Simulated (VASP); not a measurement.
Ti3H, 8 atoms in the cell. The cell holds a slab with vacuum, 8 atoms: a = 4.604 Å, b = 4.604 Å, c = 22.497 Å, α = 90.00°, β = 90.00°, γ = 120.00°. 

| Property | Result |
| --- | --- |
| Program | VASP 6.6.1 |
| Task | single point |
| Functional | PBE |
| Potentials or basis | VASP PAW PBE potentials, release 64 (Ti_sv, H) |
| Cutoff | 520 eV |
| k mesh | 6 × 6 × 1 |
| Occupations | gaussian, width 0.1 eV |
| Spin | no spin polarisation |
| Dipole correction | yes |
| Further INCAR settings | ALGO = Normal; EDIFF = 1e-06; NBANDS = 47 |

Potentials or basis: VASP PAW PBE potentials, release 64 (Ti_sv, H).

Run with:

```console
$ cat potpaw_PBE.64/Ti_sv/POTCAR potpaw_PBE.64/H/POTCAR > POTCAR
$ mpirun -np 1 vasp_std > vasp.out
```

Hardware: 1 thread of Intel(R) Xeon(R) 6975P-C (Granite Rapids) (shared host).

**Question.** Estimate the wall time of this run.

**Answer.** Run time: 5.6 min on 1 thread of Intel(R) Xeon(R) 6975P-C (Granite Rapids) (shared host), peak memory 0.57 GiB. Counts: scf iterations 32, k points 13.
